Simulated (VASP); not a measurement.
Here is a VASP 6.6.1 calculation.

The input POSCAR:

```
Cr
1.0
    2.4802072646      0.0000000000      0.0000000000
   -1.2401036323      2.1479224978      0.0000000000
    0.0000000000      0.0000000000      4.5172686772
Cr
2
Direct
    0.3333333333      0.6666666667      0.2500000000
    0.6666666667      0.3333333333      0.7500000000
```

The input INCAR.step1:

```
PREC     = Accurate       # precision mode
ENCUT    = 600            # plane-wave cutoff, eV
ISMEAR   = 0              # smearing method
SIGMA    = 0.1            # smearing width, eV
LREAL    = F              # projectors in reciprocal space
LASPH    = T              # aspherical terms in the spheres
NELM     = 60             # most SCF steps
GGA      = PE             # functional
ALGO     = Normal         # electronic algorithm
EDIFF    = 1E-4           # SCF threshold, eV
LWAVE    = T              # write WAVECAR
LCHARG   = F              # write CHGCAR
```

Contents of INCAR.step2:

```
PREC     = Accurate       # precision mode
ENCUT    = 600            # plane-wave cutoff, eV
EDIFF    = 1E-6           # SCF threshold, eV
ISMEAR   = 0              # smearing method
SIGMA    = 0.1            # smearing width, eV
LREAL    = F              # projectors in reciprocal space
LASPH    = T              # aspherical terms in the spheres
NELM     = 60             # most SCF steps
ALGO     = Normal         # electronic algorithm
ISIF     = 4              # what is computed and relaxed
LWAVE    = F              # write WAVECAR
LCHARG   = F              # write CHGCAR
METAGGA  = R2SCAN         # meta-GGA
LMIXTAU  = T            
IBRION   = 2              # ionic algorithm
NSW      = 50             # ionic steps
EDIFFG   = -0.01          # ionic threshold
ISTART   = 1
```

File KPOINTS:

```
Automatic mesh
0
Gamma
  18 18 10
```

Potentials or basis: VASP PAW PBE potentials, release 64 (Cr_pv).

Command:

```sh
$ cat potpaw_PBE.64/Cr_pv/POTCAR > POTCAR
$ cp INCAR.step1 INCAR
$ mpirun -np 1 vasp_std > vasp.out
$ cp INCAR.step2 INCAR
$ mpirun -np 1 vasp_std > vasp.out
```

Question: Predict the band gap on the k mesh.

Answer: Zero (bands 12 and 13 overlap by 1.46 eV).

Step by step:
| step | energy change (eV) | largest force (eV/Å) | pressure (GPa) | volume (Å³) |
| --- | --- | --- | --- | --- |
| 1 | 0.0000 | 0.0000 | -6.56 | 24.06 |
| 2 | -0.0001 | 0.0000 | -6.46 | 24.06 |
| 3 | -0.0002 | 0.0000 | -6.49 | 24.06 |

Caveat: the PAW data sets were made with another functional, which shifts forces and pressure a little; the run has no spin polarisation, though such a crystal can be magnetic. Spin polarisation is off, so any magnetic state and its effect on volume and gap are missing.
